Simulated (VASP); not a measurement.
Set up this calculation in VASP 6.6.1, as the native input.

```
Task                   : single point
Functional             : PBEsol
Potentials or basis    : VASP PAW PBE potentials, release 64 (Ti_sv)
Cutoff                 : 520 eV
k mesh                 : 22 × 22 × 22
Occupations            : gaussian, width 0.15 eV
Spin                   : no spin polarisation
Dipole correction      : no
Further INCAR settings : ALGO = Fast; EDIFF = 1e-06; NBANDS = 12
```

The structure of Ti lies in POSCAR:

```
Ti
1.0
   -1.7204077316      1.6419526559      1.6419526559
    1.6419526559     -1.7204077316      1.6419526559
    1.6419526559      1.6419526559     -1.7204077316
Ti
1
Direct
    0.0000000000      0.0000000000      0.0000000000
```

This cell differs from its parent crystal: ratio of the length along [111] to the lengths across it x 0.93, volume and fractional coordinates fixed.

These files were run (other wordings do the same):

INCAR

```
SYSTEM = Ti
ALGO = Fast
EDIFF = 1E-6
ENCUT = 520
GGA = PS
ISIF = 2
ISMEAR = 0
LASPH = .True.
LCHARG = .False.
LREAL = .False.
LWAVE = .False.
NBANDS = 12
NELM = 60
PREC = Accurate
SIGMA = 0.15
```

KPOINTS

```
k-points
0
Gamma
  22 22 22
  0 0 0
```

Potentials or basis: VASP PAW PBE potentials, release 64 (Ti_sv).

Launch:

```bash
$ cat potpaw_PBE.64/Ti_sv/POTCAR > POTCAR
$ mpirun -np 1 vasp_std > vasp.out
```

It gave:

* Pressure: -7.0 GPa
* Band gap on the k mesh: zero (band 6 reaches 8.71 eV, above the bottom of band 7 at 7.12 eV)

Caveat: the PAW data sets were made with another functional, which shifts forces and pressure a little.

Wall time 4.6 min on 1 thread of Intel(R) Xeon(R) Platinum 8259CL CPU @ 2.50GHz (Skylake/Cascade Lake), with other jobs on the host, peak memory 0.32 GiB.
